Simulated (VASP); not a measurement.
# B (Cmcm) in VASP: notebook

The runs below take B through single point, relaxation of cell and atoms, with PBE.

Everything below comes from runs of VASP 6.6.1. Logs are shortened: lines on timing, memory, paths and dates and some standing lists are left out, and cuts for length are marked.

## (1) The cell of the first run

Symmetry: Cmcm, No. 63, orthorhombic system. Conventional cell: a = 5.168 Å, b = 14.022 Å, c = 2.784 Å, α = 90.00°, β = 90.00°, γ = 90.00°. B (site symmetry m) has 4 B at 1.65 to 2.12 Å within 2.2 Å. Within 2.2 Å of B (site symmetry m) lie 4 B at 1.65 to 1.80 Å. B (site symmetry m) has 6 B at 1.67 to 1.80 Å within 2.2 Å.

The cell was generated, and may not be a known phase.

## (2) Single point, PBE

File INCAR:

```
  ALGO = Normal
  EDIFF = 1E-7
  ENCUT = 520
  GGA = PE
  ISIF = 2
  ISMEAR = 0
  LASPH = True
  LCHARG = False
  LREAL = False
  LWAVE = False
  NBANDS = 30
  NELM = 100
  PREC = Accurate
  SIGMA = 0.1
```

File KPOINTS:

```
k-points
0
Gamma
  4 4 6
```

File POSCAR:

```
B
1.0
    2.5840295429     -7.0110036465      0.0000000000
    2.5840295429      7.0110036465      0.0000000000
    0.0000000000      0.0000000000      2.7840035670
B
12
Direct
    0.1667416831      0.2431242462      0.7500000000
    0.2431242462      0.1667416831      0.2500000000
    0.7568757538      0.8332583169      0.7500000000
    0.8332583169      0.7568757538      0.2500000000
    0.5939856248      0.9032816358      0.7500000000
    0.9032816358      0.5939856248      0.2500000000
    0.0967183642      0.4060143752      0.7500000000
    0.4060143752      0.0967183642      0.2500000000
    0.9393509120      0.3988312929      0.2500000000
    0.3988312929      0.9393509120      0.7500000000
    0.6011687071      0.0606490880      0.2500000000
    0.0606490880      0.6011687071      0.7500000000
```

Potentials or basis: VASP PAW PBE potentials, release 64 (B).

On the command line:

```console
$ cat potpaw_PBE.64/B/POTCAR > POTCAR
$ mpirun -np 1 vasp_std > vasp.out
```

OUTCAR:

```text
EDIFF = 1E-7
   ENCUT = 520
   GGA = PE
   ISIF = 2
   ISMEAR = 0
   LASPH = True
   LREAL = False
   NELM = 100
   PREC = Accurate

 ion  position               nearest neighbor table
   1  0.167  0.243  0.750-   7 1.65   2 1.76   2 1.76   3 2.12
   2  0.243  0.167  0.250-   8 1.65   1 1.76   1 1.76   4 2.12
   3  0.757  0.833  0.750-   5 1.65   4 1.76   4 1.76   1 2.12
   4  0.833  0.757  0.250-   6 1.65   3 1.76   3 1.76   2 2.12
   5  0.594  0.903  0.750-   3 1.65  10 1.67  11 1.80  11 1.80
   6  0.903  0.594  0.250-   4 1.65   9 1.67  12 1.80  12 1.80
   7  0.097  0.406  0.750-   1 1.65  12 1.67   9 1.80   9 1.80
   8  0.406  0.097  0.250-   2 1.65  11 1.67  10 1.80  10 1.80
   9  0.939  0.399  0.250-   6 1.67  12 1.72  12 1.72  11 1.75   7 1.80   7 1.80
  10  0.399  0.939  0.750-   5 1.67  11 1.72  11 1.72  12 1.75   8 1.80   8 1.80
  11  0.601  0.061  0.250-   8 1.67  10 1.72  10 1.72   9 1.75   5 1.80   5 1.80
  12  0.061  0.601  0.750-   7 1.67   9 1.72   9 1.72  10 1.75   6 1.80   6 1.80

  LATTYP: Found a base centered orthorhombic cell.
 ALAT       =     5.1680590858
 B/A-ratio  =     2.7132056852
 C/A-ratio  =     0.5386942217

  Lattice vectors:

 A1 = (   2.5840295429,  -7.0110036465,   0.0000000000)
 A2 = (   2.5840295429,   7.0110036465,   0.0000000000)
 A3 = (   0.0000000000,   0.0000000000,   2.7840035670)

Analysis of symmetry for initial positions (statically):
=====================================================================
 Subroutine PRICEL returns:
 Original cell was already a primitive cell.

 Routine SETGRP: Setting up the symmetry group for a
 base centered orthorhombic supercell.

 Subroutine GETGRP returns: Found  8 space group operations
 (whereof  4 operations were pure point group operations)
 out of a pool of  8 trial point group operations.

The static configuration has the point symmetry C_2h.
 The point group associated with its full space group is D_2h.

Analysis of symmetry for dynamics (positions and initial velocities):
=====================================================================
 Subroutine PRICEL returns:
 Original cell was already a primitive cell.

 Routine SETGRP: Setting up the symmetry group for a
 base centered orthorhombic supercell.

 Subroutine GETGRP returns: Found  8 space group operations
 (whereof  4 operations were pure point group operations)
 out of a pool of  8 trial point group operations.

The dynamic configuration has the point symmetry C_2h.
 The point group associated with its full space group is D_2h.

 Subroutine INISYM returns: Found  8 space group operations
 (whereof  4 operations are pure point group operations),
 and found     1 'primitive' translations

----------------------------------------------------------------------------------------

                                     Primitive cell

  volume of cell :     100.8736

  direct lattice vectors                    reciprocal lattice vectors
     2.584029543 -7.011003646  0.000000000     0.193496240 -0.071316466  0.000000000
     2.584029543  7.011003646  0.000000000     0.193496240  0.071316466  0.000000000
     0.000000000  0.000000000  2.784003567     0.000000000  0.000000000  0.359194942

  length of vectors
     7.472039936  7.472039936  2.784003567     0.206220351  0.206220351  0.359194942

  position of ions in fractional coordinates (direct lattice)
     0.166741683  0.243124246  0.750000000
     0.243124246  0.166741683  0.250000000
     0.756875754  0.833258317  0.750000000
     0.833258317  0.756875754  0.250000000
     0.593985625  0.903281636  0.750000000
     0.903281636  0.593985625  0.250000000
     0.096718364  0.406014375  0.750000000
     0.406014375  0.096718364  0.250000000
     0.939350912  0.398831293  0.250000000
     0.398831293  0.939350912  0.750000000
     0.601168707  0.060649088  0.250000000
     0.060649088  0.601168707  0.750000000

  ion indices of the primitive-cell ions
   primitive index   ion index
                 1           1
                 2           2
                 3           3
                 4           4
                 5           5
                 6           6
                 7           7
                 8           8
                 9           9
                10          10
                11          11
                12          12

----------------------------------------------------------------------------------------

 KPOINTS: k-points

Automatic generation of k-mesh.
 Grid dimensions read from file:
 generate k-points for:    4    4    6

 Generating k-lattice:

  Cartesian coordinates                     Fractional coordinates (reciprocal lattice)
     0.048374060 -0.017829116  0.000000000     0.250000000  0.000000000  0.000000000
     0.048374060  0.017829116  0.000000000     0.000000000  0.250000000  0.000000000
     0.000000000  0.000000000  0.059865824     0.000000000  0.000000000  0.166666667

  Length of vectors
     0.051555088  0.051555088  0.059865824

  Shift w.r.t. Gamma in fractional coordinates (k-lattice)
     0.000000000  0.000000000  0.000000000

 Subroutine IBZKPT returns following result:
 ===========================================

 Found     28 irreducible k-points:

 Following reciprocal coordinates:
            Coordinates               Weight
  0.000000  0.000000  0.000000      1.000000
  0.250000  0.000000  0.000000      4.000000
  0.500000  0.000000  0.000000      2.000000
  0.250000  0.250000  0.000000      2.000000
  0.500000  0.250000  0.000000      4.000000
 -0.250000  0.250000  0.000000      2.000000
[... 16 lines left out ...]
  0.250000  0.000000  0.500000      4.000000
  0.500000  0.000000  0.500000      2.000000
 [... further k-points ...]
   k-points           NKPTS =     28   k-points in BZ     NKDIM =     28   number of bands    NBANDS=     30
   number of dos      NEDOS =    301   number of ions     NIONS =     12
   total plane-waves  NPLWV =  75264
   dimension x,y,z NGX =    56 NGY =   56 NGZ =   24
   dimension x,y,z NGXF=   112 NGYF=  112 NGZF=   48
   ions per type =              12
   NGX,Y,Z   is equivalent  to a cutoff of  12.46, 12.46, 14.33 a.u.
   NGXF,Y,Z  is equivalent  to a cutoff of  24.92, 24.92, 28.66 a.u.
 SYSTEM =  unknown system
   PREC   = accura    normal or accurate (medium, high low for compatibility)
   ISTART =      0    job   : 0-new  1-cont  2-samecut
   ICHARG =      2    charge: 1-file 2-atom 10-const
   ISPIN  =      1    spin polarized calculation?
   LNONCOLLINEAR =      F non collinear calculations
   LSORBIT =      F    spin-orbit coupling
   LASPH  =      T    aspherical Exc in radial PAW
   ENCUT  =  520.0 eV  38.22 Ry    6.18 a.u.  13.89 13.89  5.18*2*pi/ulx,y,z
   NELM   =    100;   NELMIN=  2; NELMDL= -5     # of ELM steps
   EDIFF  = 0.1E-06   stopping-criterion for ELM
   LREAL  =      F    real-space projection
   EDIFFG = 0.1E-05   stopping-criterion for IOM
   NSW    =      0    number of steps for IOM
   IBRION =     -1    ionic relax: 0-MD 1-quasi-New 2-CG
   NFREE  =      0    steps in history (QN), initial steepest desc. (CG)
   ISIF   =      2    stress and relaxation
   ISYM   =      2    0-nonsym 1-usesym 2-fastsym
   POTIM  = 0.5000    time-step for ionic-motion
   TEBEG  =    0.0;   TEEND  =   0.0 temperature during run
   PSTRESS=    0.0 pullay stress
   NELECT =      36.0000    total number of electrons
   NUPDOWN=      -1.0000    fix difference up-down
   EMIN   =  10.00;   EMAX   =-10.00  energy-range for DOS
   EFERMI =   0.00;   METHOD = LEGACY
   ISMEAR =     0;   SIGMA  =   0.10  broadening in eV -4-tet -1-fermi 0-gaus
   EFERMI_NEDOS =   21; number of points for ismear=-14 and -15
   IALGO  =     38    algorithm
   IMIX   =      4    mixing-type and parameters
     AMIX     =   0.40;   BMIX     =  1.00
     AMIX_MAG =   1.60;   BMIX_MAG =  1.00
  volume/ion in A,a.u.               =       8.41        56.73
  Fermi-wavevector in a.u.,A,eV,Ry     =   1.161225  2.194398 18.346699  1.348444
  Thomas-Fermi vector in A             =   2.297800
   LORBIT       =      0    0 simple, 1 ext, 2 COOP (PROOUT), +10 PAW based schemes
   GGA     = PE    functional components
   LHFCALC =     F    Hartree Fock is set to
   AEXX    =    0.0000 exact exchange contribution
   IVDW    =     0    specifies the selected vdW correction
   LEPSILON=     F    determine dielectric tensor
   LRPA    =     F    only Hartree local field effects (RPA)
 non-spin polarized calculation
 Gauss-broadening in eV      SIGMA  =   0.10
  energy-cutoff  :      520.00
  volume of cell :      100.87
 maximum number of plane-waves:      2742
   NGX = 27   NGY = 27   NGZ = 11

 number of electron      35.9999999 magnetization

 Free energy of the ion-electron system (eV)
  ---------------------------------------------------
  ext. energy  EPLUGINS =         0.00000000
  ---------------------------------------------------
  free energy    TOTEN  =       -74.49399715 eV

  energy without entropy =      -74.48318333  energy(sigma->0) =      -74.48859024

 E-fermi :   4.2174     XC(G=0): -10.9284

 val. band max:        4.1662483398   @ k =   0.5000   0.0000   0.0000
 cond. band min:       4.2176059617   @ k =   0.5000   0.0000   0.1667
 fundamental gap:      0.0513576219
 Fermi energy:         4.2173524084

 k-point     1 :       0.0000    0.0000    0.0000
  band No.  band energies     occupation
      1     -10.8021      2.00000
      2      -7.8031      2.00000
      3      -7.0513      2.00000
      4      -6.5284      2.00000
      5      -4.3788      2.00000
      6      -4.0796      2.00000
[... 22 lines left out ...]
     29      12.6887      0.00000
     30      13.0345      0.00000
[... 728 lines left out ...]
  band No.  band energies     occupation
      1      -6.3859      2.00000
      2      -6.3859      2.00000
      3      -6.3197      2.00000
      4      -6.3197      2.00000
      5      -3.3150      2.00000
      6      -3.3150      2.00000
[... 22 lines left out ...]
     29      11.8370      0.00000
     30      11.8370      0.00000

 [... further k-points ...]

------------------------ aborting loop because EDIFF is reached ----------------------------------------

  FORCE on cell =-STRESS in cart. coord.  units (eV):
  Direction    XX          YY          ZZ          XY          YZ          ZX
  --------------------------------------------------------------------------------------
  -------------------------------------------------------------------------------------
  Total       -0.0094274      0.0178538      0.0515175      0.0000000      0.0000000      0.0000000
  in kB       -0.1497359      0.2835728      0.8182529      0.0000000      0.0000000      0.0000000
  external PRESSURE =       0.3173633 kB  Pullay stress =       0.0000000 kB

 VOLUME and BASIS-vectors are now :
 -----------------------------------------------------------------------------
  energy-cutoff  :      520.00
  volume of cell :      100.87
      direct lattice vectors                 reciprocal lattice vectors
     2.584029543 -7.011003646  0.000000000     0.193496240 -0.071316466  0.000000000
     2.584029543  7.011003646  0.000000000     0.193496240  0.071316466  0.000000000
     0.000000000  0.000000000  2.784003567     0.000000000  0.000000000  0.359194942

 POSITION                                       TOTAL-FORCE (eV/Angst)
 -----------------------------------------------------------------------------------
      1.05911      0.53552      2.08800        -0.001097     -0.008464      0.000000
      1.05911     -0.53552      0.69600        -0.001097      0.008464      0.000000
      4.10895      0.53552      2.08800         0.001097     -0.008464      0.000000
      4.10895     -0.53552      0.69600         0.001097      0.008464      0.000000
      3.86898      2.16848      2.08800         0.000603      0.002680     -0.000000
      3.86898     -2.16848      0.69600         0.000603     -0.002680      0.000000
      1.29908      2.16848      2.08800        -0.000603      0.002680     -0.000000
      1.29908     -2.16848      0.69600        -0.000603     -0.002680      0.000000
      3.45790     -3.78959      0.69600        -0.000501     -0.007993      0.000000
      3.45790      3.78959      2.08800        -0.000501      0.007993      0.000000
      1.71016     -3.78959      0.69600         0.000501     -0.007993     -0.000000
      1.71016      3.78959      2.08800         0.000501      0.007993     -0.000000
 -----------------------------------------------------------------------------------
    total drift:                                0.000000      0.000000     -0.000000

  FREE ENERGIE OF THE ION-ELECTRON SYSTEM (eV)
  ---------------------------------------------------
  free  energy   TOTEN  =       -74.4939971531 eV

  energy  without entropy=      -74.4831833265  energy(sigma->0) =      -74.48859024
```

Run time: 3.4 min. Hardware: 1 thread of Intel Xeon 8259CL, shared host; peak memory 0.27 GiB.

What came out:

* Free energy: -74.4940 eV
* Pressure: 0.0 GPa
* Largest force: 0.009 eV/Å
* Band gap on the k mesh: zero (bands 18 and 19 overlap by 3.56 eV)

Forces in eV/Å, atoms in the order of the input:
```
B   -0.001 -0.008  0.000
B   -0.001  0.008  0.000
B    0.001 -0.008  0.000
B    0.001  0.008  0.000
B    0.001  0.003  0.000
B    0.001 -0.003  0.000
B   -0.001  0.003  0.000
B   -0.001 -0.003  0.000
B   -0.001 -0.008  0.000
B   -0.001  0.008  0.000
B    0.001 -0.008  0.000
B    0.001  0.008  0.000
```

Stress tensor (GPa, compression positive):
```
-0.01  0.00  0.00
 0.00  0.03  0.00
 0.00  0.00  0.08
```

Levels at points of the mesh, in eV from the Fermi level:
```tsv
k point	band 13	band 14	band 15	band 16	band 17	band 18	band 19	band 20	band 21	band 22
(0.00, 0.00, 0.00)	-1.42	-1.40	-0.58	-0.06	0.65	0.96	2.32	2.58	3.13	4.34
(0.50, 0.00, 0.00)	-2.54	-1.87	-1.41	-0.05	0.72	0.96	2.10	2.28	3.61	3.86
(0.50, 0.50, 0.00)	-2.03	-1.83	-1.45	0.10	0.48	2.30	2.85	3.30	3.36	3.62
(0.00, 0.00, 0.50)	-3.27	-3.27	-2.72	-2.72	-1.90	-1.90	-1.26	-1.26	2.47	2.47
(0.50, 0.00, 0.50)	-3.40	-3.40	-2.74	-2.74	-2.01	-2.01	0.70	0.70	2.56	2.56
(0.50, 0.50, 0.50)	-4.36	-4.36	-3.84	-3.84	-1.11	-1.11	-0.90	-0.90	1.70	1.70
```

Caveat: the k points lie up to 0.38 Å⁻¹ apart, too coarse for converged energies and pressures of a metal.

## (3) Single point, PBE

This run uses another cell than the first one, of 9.69 Å³/atom.

File INCAR:

```
PREC = Accurate
ENCUT = 520
EDIFF = 1E-7
ISMEAR = 0
SIGMA = 0.1
LREAL = F
LASPH = T
NELM = 80
ALGO = Normal
ISIF = 2
LWAVE = F
LCHARG = F
GGA = PE
NBANDS = 30
```

File KPOINTS:

```
Automatic mesh
0
Gamma
  4 4 6
```

File POSCAR:

```
B
1.0
    3.5287291300     -5.8240826900      0.0000000000
    3.5287291300      5.8240826900      0.0000000000
    0.0000000000      0.0000000000      2.8279951200
B
12
Direct
    0.0800429100      0.1597022000      0.7500000000
    0.1597022000      0.0800429100      0.2500000000
    0.8402978000      0.9199570900      0.7500000000
    0.9199570900      0.8402978000      0.2500000000
    0.6341894900      0.9861535600      0.7500000000
    0.9861535600      0.6341894900      0.2500000000
    0.0138464400      0.3658105100      0.7500000000
    0.3658105100      0.0138464400      0.2500000000
    0.8715983800      0.3586926600      0.2500000000
    0.3586926600      0.8715983800      0.7500000000
    0.6413073400      0.1284016200      0.2500000000
    0.1284016200      0.6413073400      0.7500000000
```

Potentials or basis: VASP PAW PBE potentials, release 64 (B).

On the command line:

```console
$ cat potpaw_PBE.64/B/POTCAR > POTCAR
$ mpirun -np 1 vasp_std > vasp.out
```

It took 3.4 min on 1 thread of Intel Xeon 8259CL, shared host; peak memory 0.27 GiB.

The run converged. Its results:

* Free energy: -67.6047 eV
* Pressure: 18.3 GPa
* Largest force: 1.424 eV/Å
* Band gap on the k mesh: zero (bands 18 and 19 overlap by 2.03 eV)

Forces in eV/Å, atoms in the order of the input:
```
B    1.424  0.002  0.000
B    1.424 -0.002  0.000
B   -1.424  0.002  0.000
B   -1.424 -0.002  0.000
B   -0.342 -0.498  0.000
B   -0.342  0.498  0.000
B    0.342 -0.498  0.000
B    0.342  0.498  0.000
B   -0.113  0.592  0.000
B   -0.113 -0.592  0.000
B    0.113  0.592  0.000
B    0.113 -0.592  0.000
```

Stress tensor (GPa, compression positive):
```
14.81  0.00  0.00
 0.00 14.63  0.00
 0.00  0.00 25.59
```

Levels at points of the mesh, in eV from the Fermi level:
| k point | band 14 | band 15 | band 16 | band 17 | band 18 | band 19 | band 20 | band 21 | band 22 | band 23 |
| --- | --- | --- | --- | --- | --- | --- | --- | --- | --- | --- |
| (0.00, 0.00, 0.00) | -2.03 | -0.87 | -0.86 | 0.95 | 0.95 | 1.58 | 1.70 | 2.12 | 3.00 | 3.07 |
| (0.50, 0.00, 0.00) | -1.08 | -0.88 | -0.06 | 0.46 | 1.18 | 1.56 | 1.62 | 1.77 | 2.57 | 3.31 |
| (0.50, 0.50, 0.00) | -1.00 | -0.95 | -0.56 | 0.51 | 1.23 | 1.54 | 1.83 | 1.90 | 2.69 | 3.34 |
| (0.00, 0.00, 0.50) | -2.56 | -1.39 | -1.39 | -0.80 | -0.80 | -0.60 | -0.60 | 0.14 | 0.14 | 0.37 |
| (0.50, 0.00, 0.50) | -3.02 | -2.64 | -2.64 | -1.17 | -1.17 | -0.53 | -0.53 | 0.67 | 0.67 | 1.51 |
| (0.50, 0.50, 0.50) | -3.33 | -3.07 | -3.07 | -1.28 | -1.28 | 0.08 | 0.08 | 0.62 | 0.62 | 1.15 |

Caveat: the k points lie up to 0.37 Å⁻¹ apart, too coarse for converged energies and pressures of a metal; forces of over 1 eV/Å act on the atoms, so gaps and moduli don't describe the material at rest.

(Continued in part 2 of 2.)

The gap in the log of VASP goes by the Fermi energy; the results here count the filled bands.